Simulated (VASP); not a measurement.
# YN (Fm-3m) in VASP: single point with LDA

Aim: the single point of YN with LDA.

Everything below comes from runs of VASP 6.6.1. Logs are shortened: lines on timing, memory, paths and dates and some standing lists are left out, and cuts for length are marked.

### Step 1. The cell of the first run

The structure is cubic, space group Fm-3m (No. 225). Conventional cell: a = 4.973 Å, b = 4.973 Å, c = 4.973 Å, α = 90.00°, β = 90.00°, γ = 90.00°. Y (site symmetry m-3m) has 6 N at 2.49 Å within 3.3 Å. Within 3.3 Å of N (site symmetry m-3m) lie 6 Y at 2.49 Å.

### Step 2. Single point, LDA (15.37 Å³/atom)

INCAR

```
SYSTEM = YN
PREC = Accurate ; ENCUT = 600
EDIFF = 1E-6 ; ISMEAR = -1
SIGMA = 0.03 ; LREAL = .FALSE.
LASPH = .TRUE. ; NELM = 120
ALGO = Normal ; ISIF = 2
LWAVE = .FALSE. ; LCHARG = .FALSE.
GGA = CA ; NBANDS = 15
GGA_COMPAT = .FALSE.
```

KPOINTS

```
Automatic mesh
0
G
  9 9 9
  0 0 0
```

POSCAR

```
YN
1.0
    0.0000000000      2.4863258675      2.4863258675
    2.4863258675      0.0000000000      2.4863258675
    2.4863258675      2.4863258675      0.0000000000
Y N
1 1
Direct
    0.0000000000      0.0000000000      0.0000000000
    0.5000000000      0.5000000000      0.5000000000
```

Potentials or basis: VASP PAW LDA potentials, release 64 (Y_sv, N).

On the command line:

```
$ cat potpaw_LDA.64/Y_sv/POTCAR potpaw_LDA.64/N/POTCAR > POTCAR
$ mpirun -np 1 vasp_std > vasp.out
```

OUTCAR:

```text
SYSTEM = YN
   PREC = Accurate
   ENCUT = 600
   EDIFF = 1E-6
   ISMEAR = -1
   LREAL = .FALSE.
   LASPH = .TRUE.
   NELM = 120
   ISIF = 2
   GGA = CA

 ion  position               nearest neighbor table
   1  0.000  0.000  0.000-   2 2.49   2 2.49   2 2.49   2 2.49   2 2.49   2 2.49
   2  0.500  0.500  0.500-   1 2.49   1 2.49   1 2.49   1 2.49   1 2.49   1 2.49

  LATTYP: Found a face centered cubic cell.
 ALAT       =     4.9726517350

  Lattice vectors:

 A1 = (   0.0000000000,   2.4863258675,   2.4863258675)
 A2 = (   2.4863258675,   0.0000000000,   2.4863258675)
 A3 = (   2.4863258675,   2.4863258675,   0.0000000000)

Analysis of symmetry for initial positions (statically):
=====================================================================
 Subroutine PRICEL returns:
 Original cell was already a primitive cell.

 Routine SETGRP: Setting up the symmetry group for a
 face centered cubic supercell.

 Subroutine GETGRP returns: Found 48 space group operations
 (whereof 48 operations were pure point group operations)
 out of a pool of 48 trial point group operations.

The static configuration has the point symmetry O_h .

Analysis of symmetry for dynamics (positions and initial velocities):
=====================================================================
 Subroutine PRICEL returns:
 Original cell was already a primitive cell.

 Routine SETGRP: Setting up the symmetry group for a
 face centered cubic supercell.

 Subroutine GETGRP returns: Found 48 space group operations
 (whereof 48 operations were pure point group operations)
 out of a pool of 48 trial point group operations.

The dynamic configuration has the point symmetry O_h .

 Subroutine INISYM returns: Found 48 space group operations
 (whereof 48 operations are pure point group operations),
 and found     1 'primitive' translations

----------------------------------------------------------------------------------------

                                     Primitive cell

  volume of cell :      30.7400

  direct lattice vectors                    reciprocal lattice vectors
     0.000000000  2.486325868  2.486325868    -0.201099947  0.201099947  0.201099947
     2.486325868  0.000000000  2.486325868     0.201099947 -0.201099947  0.201099947
     2.486325868  2.486325868  0.000000000     0.201099947  0.201099947 -0.201099947

  length of vectors
     3.516195762  3.516195762  3.516195762     0.348315325  0.348315325  0.348315325

  position of ions in fractional coordinates (direct lattice)
     0.000000000  0.000000000  0.000000000
     0.500000000  0.500000000  0.500000000

  ion indices of the primitive-cell ions
   primitive index   ion index
                 1           1
                 2           2

----------------------------------------------------------------------------------------

 KPOINTS: Automatic mesh

Automatic generation of k-mesh.
 Grid dimensions read from file:
 generate k-points for:    9    9    9

 Generating k-lattice:

  Cartesian coordinates                     Fractional coordinates (reciprocal lattice)
    -0.022344439  0.022344439  0.022344439     0.111111111  0.000000000  0.000000000
     0.022344439 -0.022344439  0.022344439     0.000000000  0.111111111  0.000000000
     0.022344439  0.022344439 -0.022344439     0.000000000  0.000000000  0.111111111

  Length of vectors
     0.038701703  0.038701703  0.038701703

  Shift w.r.t. Gamma in fractional coordinates (k-lattice)
     0.000000000  0.000000000  0.000000000

 Subroutine IBZKPT returns following result:
 ===========================================

 Found     35 irreducible k-points:

 Following reciprocal coordinates:
            Coordinates               Weight
  0.000000  0.000000  0.000000      1.000000
  0.111111  0.000000  0.000000      8.000000
  0.222222  0.000000  0.000000      8.000000
  0.333333  0.000000  0.000000      8.000000
  0.444444  0.000000  0.000000      8.000000
  0.111111  0.111111  0.000000      6.000000
[... 16 lines left out ...]
 -0.333333  0.333333  0.000000     12.000000
  0.444444  0.444444  0.000000      6.000000
 [... further k-points ...]
   k-points           NKPTS =     35   k-points in BZ     NKDIM =     35   number of bands    NBANDS=     15
   number of dos      NEDOS =    301   number of ions     NIONS =      2
   total plane-waves  NPLWV =  21952
   dimension x,y,z NGX =    28 NGY =   28 NGZ =   28
   dimension x,y,z NGXF=    56 NGYF=   56 NGZF=   56
   ions per type =               1   1
   NGX,Y,Z   is equivalent  to a cutoff of  13.24, 13.24, 13.24 a.u.
   NGXF,Y,Z  is equivalent  to a cutoff of  26.48, 26.48, 26.48 a.u.
 SYSTEM =  YN
   PREC   = accura    normal or accurate (medium, high low for compatibility)
   ISTART =      0    job   : 0-new  1-cont  2-samecut
   ICHARG =      2    charge: 1-file 2-atom 10-const
   ISPIN  =      1    spin polarized calculation?
   LNONCOLLINEAR =      F non collinear calculations
   LSORBIT =      F    spin-orbit coupling
   LASPH  =      T    aspherical Exc in radial PAW
   ENCUT  =  600.0 eV  44.10 Ry    6.64 a.u.   7.02  7.02  7.02*2*pi/ulx,y,z
   NELM   =    120;   NELMIN=  2; NELMDL= -5     # of ELM steps
   EDIFF  = 0.1E-05   stopping-criterion for ELM
   LREAL  =      F    real-space projection
   EDIFFG = 0.1E-04   stopping-criterion for IOM
   NSW    =      0    number of steps for IOM
   IBRION =     -1    ionic relax: 0-MD 1-quasi-New 2-CG
   NFREE  =      0    steps in history (QN), initial steepest desc. (CG)
   ISIF   =      2    stress and relaxation
   ISYM   =      2    0-nonsym 1-usesym 2-fastsym
   POTIM  = 0.5000    time-step for ionic-motion
   TEBEG  =    0.0;   TEEND  =   0.0 temperature during run
   PSTRESS=    0.0 pullay stress
   NELECT =      16.0000    total number of electrons
   NUPDOWN=      -1.0000    fix difference up-down
   EMIN   =  10.00;   EMAX   =-10.00  energy-range for DOS
   EFERMI =   0.00;   METHOD = LEGACY
   ISMEAR =    -1;   SIGMA  =   0.03  broadening in eV -4-tet -1-fermi 0-gaus
   EFERMI_NEDOS =   21; number of points for ismear=-14 and -15
   IALGO  =     38    algorithm
   IMIX   =      4    mixing-type and parameters
     AMIX     =   0.40;   BMIX     =  1.00
     AMIX_MAG =   1.60;   BMIX_MAG =  1.00
  volume/ion in A,a.u.               =      15.37       103.72
  Fermi-wavevector in a.u.,A,eV,Ry     =   1.316882  2.488546 23.594918  1.734178
  Thomas-Fermi vector in A             =   2.446962
   LORBIT       =      0    0 simple, 1 ext, 2 COOP (PROOUT), +10 PAW based schemes
   GGA     = CA    functional components
   LHFCALC =     F    Hartree Fock is set to
   AEXX    =    0.0000 exact exchange contribution
   IVDW    =     0    specifies the selected vdW correction
   LEPSILON=     F    determine dielectric tensor
   LRPA    =     F    only Hartree local field effects (RPA)
 non-spin polarized calculation
  energy-cutoff  :      600.00
  volume of cell :       30.74
 maximum number of plane-waves:      1037
   NGX = 13   NGY = 13   NGZ = 13

 number of electron      15.9999998 magnetization

 Free energy of the ion-electron system (eV)
  ---------------------------------------------------
  ext. energy  EPLUGINS =         0.00000000
  ---------------------------------------------------
  free energy    TOTEN  =       -19.76060185 eV

  energy without entropy =      -19.76053079  energy(sigma->0) =      -19.76056632

 E-fermi :   3.7328     XC(G=0): -11.3463

 val. band max:        3.6280272502   @ k =   0.0000   0.0000   0.0000
 cond. band min:       3.8588143369   @ k =   0.4444   0.4444   0.0000
 fundamental gap:      0.2307870867
 Fermi energy:         3.7328333374

 k-point     1 :       0.0000    0.0000    0.0000
  band No.  band energies     occupation
      1     -37.1338      2.00000
      2     -16.9404      2.00000
      3     -16.9404      2.00000
      4     -16.9404      2.00000
      5      -8.9355      2.00000
      6       3.6280      1.94101
      7       3.6280      1.94101
      8       3.6280      1.94101
      9       6.5963      0.00000
     10       6.5963      0.00000
     11       6.5963      0.00000
     12       7.3165      0.00000
     13       8.4940      0.00000
     14       8.4940      0.00000
     15      14.2188      0.00000

 k-point     2 :       0.1111    0.0000    0.0000
  band No.  band energies     occupation
      1     -37.1224      2.00000
      2     -17.0663      2.00000
      3     -16.9494      2.00000
      4     -16.9494      2.00000
      5      -8.7445      2.00000
      6       2.8824      2.00000
      7       3.2396      2.00000
      8       3.2396      2.00000
      9       6.6810      0.00000
     10       6.8822      0.00000
     11       6.8822      0.00000
     12       8.0199      0.00000
     13       9.0724      0.00000
     14       9.0724      0.00000
     15      14.9622      0.00000

 k-point     3 :       0.2222    0.0000    0.0000
  band No.  band energies     occupation
      1     -37.0934      2.00000
      2     -17.3658      2.00000
      3     -16.9719      2.00000
      4     -16.9719      2.00000
      5      -8.2681      2.00000
      6       1.5586      2.00000
      7       2.5030      2.00000
      8       2.5030      2.00000
      9       6.9618      0.00000
     10       7.6279      0.00000
     11       7.6279      0.00000
     12       9.3652      0.00000
     13      10.3997      0.00000
     14      10.3997      0.00000
     15      16.5679      0.00000
[... 343 lines left out ...]
 k-point    23 :      -0.3333    0.3333    0.0000
  band No.  band energies     occupation
      1     -37.0117      2.00000
      2     -17.5617      2.00000
      3     -17.4648      2.00000
      4     -17.1052      2.00000
      5      -7.8610      2.00000
      6       0.9151      2.00000
      7       1.9933      2.00000
      8       2.0077      2.00000
      9       7.0512      0.00000
     10       8.9336      0.00000
     11       9.7531      0.00000
     12      10.7416      0.00000
     13      12.6524      0.00000
     14      14.9637      0.00000
     15      15.9837      0.00000

 k-point    24 :       0.4444    0.4444    0.0000
  band No.  band energies     occupation
      1     -37.0081      2.00000
      2     -17.6607      2.00000
      3     -17.2146      2.00000
      4     -17.2146      2.00000
      5      -8.4249      2.00000
      6       1.9101      2.00000
      7       3.1910      2.00000
      8       3.1910      2.00000
      9       3.8588      0.02957
     10      10.0736      0.00000
     11      10.2498      0.00000
     12      11.0242      0.00000
     13      11.0242      0.00000
     14      13.2881      0.00000
     15      14.6406      0.00000

 [... further k-points ...]
[... 5 lines left out ...]
  --------------------------------------------------------------------------------------
  -------------------------------------------------------------------------------------
  Total       -2.6617404     -2.6617404     -2.6617404      0.0000000      0.0000000      0.0000000
  in kB     -138.7305592   -138.7305592   -138.7305592      0.0000000      0.0000000      0.0000000
  external PRESSURE =    -138.7305592 kB  Pullay stress =       0.0000000 kB

 VOLUME and BASIS-vectors are now :
 -----------------------------------------------------------------------------
  energy-cutoff  :      600.00
  volume of cell :       30.74
      direct lattice vectors                 reciprocal lattice vectors
     0.000000000  2.486325868  2.486325868    -0.201099947  0.201099947  0.201099947
     2.486325868  0.000000000  2.486325868     0.201099947 -0.201099947  0.201099947
     2.486325868  2.486325868  0.000000000     0.201099947  0.201099947 -0.201099947

 POSITION                                       TOTAL-FORCE (eV/Angst)
 -----------------------------------------------------------------------------------
      0.00000      0.00000      0.00000        -0.000000      0.000000     -0.000000
      2.48633      2.48633      2.48633         0.000000     -0.000000      0.000000
 -----------------------------------------------------------------------------------
    total drift:                                0.000000      0.000000      0.000000

  FREE ENERGIE OF THE ION-ELECTRON SYSTEM (eV)
  ---------------------------------------------------
  free  energy   TOTEN  =       -19.7606018457 eV

  energy  without entropy=      -19.7605307899  energy(sigma->0) =      -19.76056632
```

Wall time 23 s (1 thread of AMD EPYC 7R43 (Zen 3), shared host); peak memory 0.13 GiB.

Results:

```
Free energy            : -19.7606 eV
Pressure               : -13.9 GPa
Band gap on the k mesh : 0.23 eV (least direct gap 0.67 eV)
```

Levels at points of the mesh, in eV from the valence-band top:
```
           k point  band 4  band 5  band 6  band 7  band 8  band 9  band 10  band 11  band 12  band 13
(0.00, 0.00, 0.00)  -20.57  -12.56    0.00    0.00    0.00    2.97     2.97     2.97     3.69     4.87
```

Caveat: the cell stands under tension; an odd mesh through Γ misses points on the zone boundary, where band edges can lie.
